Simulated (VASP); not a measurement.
A run of VASP 6.6.1:

The input POSCAR:

```
LiCl
1.0
    0.0000000000      2.5560369945      2.5560369945
    2.5560369945      0.0000000000      2.5560369945
    2.5560369945      2.5560369945      0.0000000000
Li Cl
1 1
Direct
    0.0000000000      0.0000000000      0.0000000000
    0.5000000000      0.5000000000      0.5000000000
```

INCAR.step1

```
SYSTEM = LiCl
  PREC = Accurate
  ENCUT = 520
  EDIFF = 1E-5
  ISMEAR = 0
  SIGMA = 0.01
  LREAL = .False.
  LASPH = .True.
  NELM = 80
  ALGO = Normal
  ISIF = 2
  LWAVE = .True.
  LCHARG = .False.
  NBANDS = 12
  GGA = PE
```

File INCAR.step2:

```
SYSTEM = LiCl
  PREC = Accurate
  ENCUT = 520
  EDIFF = 1E-6
  ISMEAR = 0
  SIGMA = 0.01
  LREAL = .False.
  LASPH = .True.
  NELM = 80
  ALGO = Normal
  ISIF = 2
  LWAVE = .False.
  LCHARG = .False.
  GGA = PE
  LHFCALC = .True.
  AEXX = 0.2
  HFSCREEN = 0.5
  PRECFOCK = Normal
  NBANDS = 12
  ISTART = 1
```

KPOINTS

```
Automatic mesh
0
Gamma
  4 4 4
  0 0 0
```

Potentials or basis: VASP PAW PBE potentials, release 64 (Li_sv, Cl).

Run with:

```bash
$ cat potpaw_PBE.64/Li_sv/POTCAR potpaw_PBE.64/Cl/POTCAR > POTCAR
$ cp INCAR.step1 INCAR
$ mpirun -np 1 vasp_std > vasp.out
$ cp INCAR.step2 INCAR
$ mpirun -np 1 vasp_std > vasp.out
```

Hardware: 1 thread of Intel Xeon 8259CL, on a shared host.

Task: Estimate the wall time of this run.

Result: Run time: 2.3 min on 1 thread of Intel Xeon 8259CL, on a shared host, peak memory 0.26 GiB. Counts: k points 8.
